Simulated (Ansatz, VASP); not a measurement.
**SrTiO3 in VASP and in Ansatz**

INCAR

```
PREC = Accurate
ENCUT = 520
EDIFF = 1E-6
ISMEAR = 0
SIGMA = 0.01
LREAL = False
LASPH = True
NELM = 60
ALGO = Normal
ISIF = 2
LWAVE = False
LCHARG = False
GGA = PE
NBANDS = 28
```

KPOINTS

```
regular mesh
0
Gamma
  6 6 6
```

File POSCAR:

```
SrTiO3
1.0
    3.9364351243      0.0000000000      0.0000000000
    0.0000000000      3.9364351243      0.0000000000
    0.0000000000      0.0000000000      3.9364351243
Sr Ti O
1 1 3
Direct
    0.0000000000      0.0000000000      0.0000000000
    0.5000000000      0.5000000000      0.5000000000
    0.5000000000      0.0000000000      0.5000000000
    0.5000000000      0.5000000000      0.0000000000
    0.0000000000      0.5000000000      0.5000000000
```

Input for Ansatz:

```yaml
crystal:
  lattice:
    - [3.9364351243, 0.0, 0.0]
    - [0.0, 3.9364351243, 0.0]
    - [0.0, 0.0, 3.9364351243]
  atoms:
    - { symbol: Sr, position: [0.0, 0.0, 0.0] }
    - { symbol: Ti, position: [0.5, 0.5, 0.5] }
    - { symbol: O, position: [0.5, 0.0, 0.5] }
    - { symbol: O, position: [0.5, 0.5, 0.0] }
    - { symbol: O, position: [0.0, 0.5, 0.5] }
kpoints:
  mp_grid: { grid: [6, 6, 6] }
hamiltonian:
  xc: pbe
scf:
  occupations: { method: fixed }
  n_extra_bands: 5
output:
  forces: true
  stress: true
  eigenvalues: true
```

Alike in both runs: task single point; functional PBE; k mesh 6 × 6 × 6; no spin polarisation.

|  | VASP | Ansatz |
| --- | --- | --- |
| version | VASP 6.6.1 | Ansatz 0.2.0 |
| potentials or method | VASP PAW PBE potentials, release 64 (Sr_sv, Ti_sv, O) | plane waves, PAW |
| plane-wave cutoff (eV) | 520 | 420 |
| occupations | gaussian, width 0.01 eV | fixed |
| valence electrons in the cell | 40 | 40 |

```csv
,VASP,Ansatz,Ansatz less VASP
gap on the k mesh at the Fermi level (eV),1.81,1.84,+0.032
pressure (GPa),0.7,0.0,-0.65
```
